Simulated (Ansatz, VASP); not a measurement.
## Ga3Sb in VASP and in Ansatz

INCAR

```
ALGO = Fast
EDIFF = 1E-6
ENCUT = 520
GGA = PS
ISIF = 2
ISMEAR = 0
IVDW = 12
LASPH = T
LCHARG = F
LREAL = F
LWAVE = F
NBANDS = 30
NELM = 60
PREC = Accurate
SIGMA = 0.15
```

Contents of KPOINTS:

```
k-points
0
Gamma
  14 14 14
```

File POSCAR:

```
Ga3Sb
1.0
   -2.0930456793      2.0930456793      4.4761531253
    2.0930456793     -2.0930456793      4.4761531253
    2.0930456793      2.0930456793     -4.4761531253
Ga Sb
3 1
Direct
    0.7500000000      0.2500000000      0.5000000000
    0.2500000000      0.7500000000      0.5000000000
    0.5000000000      0.5000000000      0.0000000000
    0.0000000000      0.0000000000      0.0000000000
```

Input for Ansatz:

```yaml
crystal:
  lattice:
    - [-2.0930456793, 2.0930456793, 4.4761531253]
    - [2.0930456793, -2.0930456793, 4.4761531253]
    - [2.0930456793, 2.0930456793, -4.4761531253]
  atoms:
    - { symbol: Ga, position: [0.75, 0.25, 0.5] }
    - { symbol: Ga, position: [0.25, 0.75, 0.5] }
    - { symbol: Ga, position: [0.5, 0.5, 0.0] }
    - { symbol: Sb, position: [0.0, 0.0, 0.0] }
basis:
  ecutwfc: 420
kpoints:
  mp_grid: { grid: [14, 14, 14] }
hamiltonian:
  xc: pbesol
  pseudopotentials: { kind: paw, azcp: { folder: soft_1 } }
  dispersion: d3bj
scf:
  occupations: { method: gaussian, width: 0.15 }
output:
  forces: true
  stress: true
  eigenvalues: true
```

Alike in both runs: task single point; functional PBEsol; dispersion D3(BJ); k mesh 14 × 14 × 14; occupations gaussian, width 0.15 eV; no spin polarisation.

|  | VASP | Ansatz |
| --- | --- | --- |
| version | VASP 6.6.1 | Ansatz 0.2.0 |
| potentials or method | VASP PAW PBE potentials, release 64 (Ga_d, Sb), cutoff 520 eV | scalar-relativistic, plane waves, PAW |
| valence electrons in the cell | 44 | 54 |

```tsv
	VASP	Ansatz	Ansatz less VASP
gap on the k mesh at the Fermi level (eV)	none	none	-
pressure (GPa)	0.1	0.0	-0.06
```

VASP's potentials were made for PBE, not for PBEsol, and Ansatz warns of the same on its side. A gap of «none» marks a metal or a gap that the smearing closes. VASP's potentials hold 44 valence electrons a cell and Ansatz's 54, so a difference there can come from the potentials and not from the codes.

Spin-orbit coupling is off throughout.
